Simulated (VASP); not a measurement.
# AlN (Fm-3m) in VASP: vibrations by perturbation theory with LDA

Aim: the vibrations by perturbation theory of AlN with LDA.

All numbers are computed with VASP 6.6.1; they aren't measurements. Logs are shortened: lines on timing, memory, paths and dates and some standing lists are left out, and cuts for length are marked.

### Step 1. The cell of the first run

It takes space group Fm-3m (No. 225, cubic). The conventional cell has a = 4.011 Å, b = 4.011 Å, c = 4.011 Å, α = 90.00°, β = 90.00°, γ = 90.00°. Within 2.7 Å of Al (site symmetry m-3m) lie 6 N at 2.01 Å. N (site symmetry m-3m) has 6 Al at 2.01 Å within 2.7 Å.

### Step 2. Vibrations by perturbation theory, LDA

File INCAR:

```
SYSTEM = AlN
  PREC = Accurate
  ENCUT = 600
  EDIFF = 1E-8
  ISMEAR = 0
  SIGMA = 0.01
  LREAL = .FALSE.
  LASPH = .TRUE.
  NELM = 120
  ALGO = Normal
  ISIF = 2
  LWAVE = .FALSE.
  LCHARG = .TRUE.
  NBANDS = 11
  IBRION = 8
  NSW = 1
  LEPSILON = .TRUE.
  GGA_COMPAT = .FALSE.
```

File KPOINTS:

```
regular mesh
0
G
  10 10 10
  0 0 0
```

File POSCAR:

```
AlN
1.0
    0.0000000000      2.0054623709      2.0054623709
    2.0054623709      0.0000000000      2.0054623709
    2.0054623709      2.0054623709      0.0000000000
Al N
1 1
Direct
    0.5000000000      0.5000000000      0.5000000000
    0.0000000000      0.0000000000      0.0000000000
```

Potentials or basis: VASP PAW LDA potentials, release 64 (Al, N).

Run with:

```
> cat potpaw_LDA.64/Al/POTCAR potpaw_LDA.64/N/POTCAR > POTCAR
> mpirun -np 1 vasp_std > vasp.out
```

OUTCAR:

```text
SYSTEM = AlN
   PREC = Accurate
   ENCUT = 600
   EDIFF = 1E-8
   ISMEAR = 0
   LREAL = .FALSE.
   LASPH = .TRUE.
   NELM = 120
   ISIF = 2
   IBRION = 8
   NSW = 1
   LEPSILON = .TRUE.

 ion  position               nearest neighbor table
   1  0.500  0.500  0.500-   2 2.01   2 2.01   2 2.01   2 2.01   2 2.01   2 2.01
   2  0.000  0.000  0.000-   1 2.01   1 2.01   1 2.01   1 2.01   1 2.01   1 2.01

  LATTYP: Found a face centered cubic cell.
 ALAT       =     4.0109247418

  Lattice vectors:

 A1 = (   0.0000000000,   2.0054623709,   2.0054623709)
 A2 = (   2.0054623709,   0.0000000000,   2.0054623709)
 A3 = (   2.0054623709,   2.0054623709,   0.0000000000)

Analysis of symmetry for initial positions (statically):
=====================================================================
 Subroutine PRICEL returns:
 Original cell was already a primitive cell.

 Routine SETGRP: Setting up the symmetry group for a
 face centered cubic supercell.

 Subroutine GETGRP returns: Found 48 space group operations
 (whereof 48 operations were pure point group operations)
 out of a pool of 48 trial point group operations.

The static configuration has the point symmetry O_h .

Analysis of symmetry for dynamics (positions and initial velocities):
=====================================================================
 Subroutine PRICEL returns:
 Original cell was already a primitive cell.

 Routine SETGRP: Setting up the symmetry group for a
 face centered cubic supercell.

 Subroutine GETGRP returns: Found 48 space group operations
 (whereof 48 operations were pure point group operations)
 out of a pool of 48 trial point group operations.

The dynamic configuration has the point symmetry O_h .

 Subroutine INISYM returns: Found 48 space group operations
 (whereof 48 operations are pure point group operations),
 and found     1 'primitive' translations

----------------------------------------------------------------------------------------

                                     Primitive cell

  volume of cell :      16.1315

  direct lattice vectors                    reciprocal lattice vectors
     0.000000000  2.005462371  2.005462371    -0.249319063  0.249319063  0.249319063
     2.005462371  0.000000000  2.005462371     0.249319063 -0.249319063  0.249319063
     2.005462371  2.005462371  0.000000000     0.249319063  0.249319063 -0.249319063

  length of vectors
     2.836152084  2.836152084  2.836152084     0.431833285  0.431833285  0.431833285

  position of ions in fractional coordinates (direct lattice)
     0.500000000  0.500000000  0.500000000
     0.000000000  0.000000000  0.000000000

  ion indices of the primitive-cell ions
   primitive index   ion index
                 1           1
                 2           2

----------------------------------------------------------------------------------------

 KPOINTS: regular mesh

Automatic generation of k-mesh.
 Grid dimensions read from file:
 generate k-points for:   10   10   10

 Generating k-lattice:

  Cartesian coordinates                     Fractional coordinates (reciprocal lattice)
    -0.024931906  0.024931906  0.024931906     0.100000000  0.000000000  0.000000000
     0.024931906 -0.024931906  0.024931906     0.000000000  0.100000000  0.000000000
[... 484 lines left out ...]
  ---------------------------------------------------
  free energy    TOTEN  =        -0.19084826 eV

  energy without entropy =       -0.19084826

------------------------ aborting loop because EDIFF is reached ----------------------------------------

--------------------------------------- Ionic step        2  -------------------------------------------

------------------------ aborting loop because EDIFF is reached ----------------------------------------

--------------------------------------- Ionic step        3  -------------------------------------------

------------------------ aborting loop because EDIFF is reached ----------------------------------------

 PIEZOELECTRIC TENSOR FIELD DIRECTION 3  (e Angst)
 -----------------------------------------------------------------------------
     0.00005  0.00000 -0.00000           ( -0.00001  0.00000 -0.00000)
     0.00000  0.00005  0.00000           (  0.00000 -0.00001  0.00000)
    -0.00000  0.00000 -0.00047           ( -0.00000  0.00000 -0.00002)

 PIEZOELECTRIC TENSOR FIELD DIRECTION 3  (C/m^2)
 -----------------------------------------------------------------------------
     0.00005  0.00000 -0.00000
     0.00000  0.00005  0.00000
    -0.00000  0.00000 -0.00047

--------------------------------------- Ionic step        4  -------------------------------------------

------------------------ aborting loop because EDIFF is reached ----------------------------------------

[... ionic steps 5 to 6 ...]

--------------------------------------- Ionic step        7  -------------------------------------------

 Free energy of the ion-electron system (eV)
  ---------------------------------------------------
  ---------------------------------------------------
  free energy    TOTEN  =        -0.23342831 eV

  energy without entropy =       -0.23342831

------------------------ aborting loop because EDIFF is reached ----------------------------------------

 INTERNAL STRAIN TENSOR  FOR ION    2  DIRECTION 1   (eV/Angst):
 -----------------------------------------------------------------------------
    -0.02195  0.00000 -0.00000
    -0.00000  0.01489  0.00000
     0.00000  0.00000  0.01489

 MACROSCOPIC STATIC DIELECTRIC TENSOR (including local field effects in DFT)
 ------------------------------------------------------
           5.032133    -0.000000     0.000000
           0.000000     5.032133    -0.000000
           0.000000     0.000000     5.032133
 ------------------------------------------------------

 PIEZOELECTRIC TENSOR (including local field effects)  for field in x, y, z        (e  Angst)
          XX          YY          ZZ          XY          YZ          ZX
  --------------------------------------------------------------------------------
  x     0.00000     0.00000     0.00000     0.00000     0.00000     0.00000
  y     0.00000     0.00000     0.00000     0.00000     0.00000     0.00000
  z     0.00000     0.00000     0.00000     0.00000     0.00000     0.00000

 PIEZOELECTRIC TENSOR (including local field effects)  for field in x, y, z        (C/m^2)
          XX          YY          ZZ          XY          YZ          ZX
  --------------------------------------------------------------------------------
  x     0.00000     0.00000     0.00000     0.00000     0.00000     0.00000
  y     0.00000     0.00000     0.00000     0.00000     0.00000     0.00000
  z     0.00000     0.00000     0.00000     0.00000     0.00000     0.00000

 BORN EFFECTIVE CHARGES (including local field effects) (in |e|, cummulative output)
 ---------------------------------------------------------------------------------
 ion    1
    1     2.93658    -0.00000     0.00000
    2     0.00000     2.93658     0.00000
    3     0.00000     0.00000     2.93658
 ion    2
    1    -2.93658     0.00000     0.00000
    2    -0.00000    -2.93658     0.00000
    3     0.00000     0.00000    -2.93658

 INTERNAL STRAIN TENSOR FOR ION    2 for displacements in x,y,z  (eV/Angst):
          X           Y           Z          XY          YZ          ZX
  --------------------------------------------------------------------------------
  x     0.00000     0.00000     0.00000     0.00000     0.00000     0.00000
  y     0.00000     0.00000     0.00000     0.00000     0.00000     0.00000
  z     0.00000     0.00000     0.00000     0.00000     0.00000     0.00000

 SECOND DERIVATIVES (NOT SYMMETRIZED)
 ------------------------------------
               1X          1Y          1Z          2X          2Y          2Z
  1X    -7.963283    0.000000    0.000000    7.963283    0.000000    0.000000
  1Y     0.000000   -7.963283    0.000000    0.000000    7.963283    0.000000
  1Z     0.000000    0.000000   -7.963283    0.000000    0.000000    7.963283
  2X     7.965272    0.000000    0.000000   -7.965272    0.000000    0.000000
  2Y     0.000000    7.965272    0.000000    0.000000   -7.965272    0.000000
  2Z     0.000000    0.000000    7.965272    0.000000    0.000000   -7.965272

 Eigenvectors and eigenvalues of the dynamical matrix
 ----------------------------------------------------

   1 f  =   14.531838 THz    91.306228 2PiTHz  484.729923 cm-1    60.098824 meV
             X         Y         Z           dx          dy          dz
      2.005462  2.005462  2.005462     0.000000    0.584450    0.000000
      0.000000  0.000000  0.000000     0.000000   -0.811430    0.000000
[... 21 lines left out ...]
   6 f/i=    0.000861 THz     0.005407 2PiTHz    0.028704 cm-1     0.003559 meV
             X         Y         Z           dx          dy          dz
      2.005462  2.005462  2.005462     0.000000    0.000000    0.811430
      0.000000  0.000000  0.000000     0.000000    0.000000    0.584450

--------------------------------------------------------------------------------------------------------

 MACROSCOPIC STATIC DIELECTRIC TENSOR IONIC CONTRIBUTION
 ------------------------------------------------------
          12.145894    -0.000000     0.000000
          -0.000000    12.145894     0.000000
           0.000000     0.000000    12.145894
 ------------------------------------------------------

 ELASTIC MODULI CONTR FROM IONIC RELAXATION (kBar)
 Direction    XX          YY          ZZ          XY          YZ          ZX
 --------------------------------------------------------------------------------
 XX           0.0000      0.0000      0.0000      0.0000      0.0000      0.0000
 YY           0.0000      0.0000      0.0000      0.0000      0.0000      0.0000
 ZZ           0.0000      0.0000      0.0000      0.0000      0.0000      0.0000
 XY           0.0000      0.0000      0.0000      0.0000      0.0000      0.0000
 YZ           0.0000      0.0000      0.0000      0.0000      0.0000      0.0000
 ZX           0.0000      0.0000      0.0000      0.0000      0.0000      0.0000
 --------------------------------------------------------------------------------

 PIEZOELECTRIC TENSOR IONIC CONTR  for field in x, y, z        (C/m^2)
          XX          YY          ZZ          XY          YZ          ZX
  --------------------------------------------------------------------------------
  x     0.00000     0.00000     0.00000     0.00000     0.00000     0.00000
  y     0.00000     0.00000     0.00000     0.00000     0.00000     0.00000
  z     0.00000     0.00000     0.00000     0.00000     0.00000     0.00000
```

Run time: 95 s. Hardware: 1 thread of Intel Xeon 6975P-C (Granite Rapids), shared host; peak memory 0.17 GiB.

Results:

```yaml
Electronic_dielectric_tensor_diagonal: 5.03
Born_charges_mean_of_the_diagonal: Al +2.94; N -2.94 e
Highest_phonon_frequency_at_Γ_LO-TO_splitting_left_out: 485 cm⁻¹
```

Phonon frequencies in cm⁻¹ (negative: imaginary):
```
              q point        frequencies
(0.000, 0.000, 0.000)  0 0 0 485 485 485
```

Electronic dielectric tensor:
```
5.03 0.00 0.00
0.00 5.03 0.00
0.00 0.00 5.03
```

Born effective charge tensors (e):
atom 1, Al
```
2.94 0.00 0.00
0.00 2.94 0.00
0.00 0.00 2.94
```
atom 2, N
```
-2.94  0.00  0.00
 0.00 -2.94  0.00
 0.00  0.00 -2.94
```
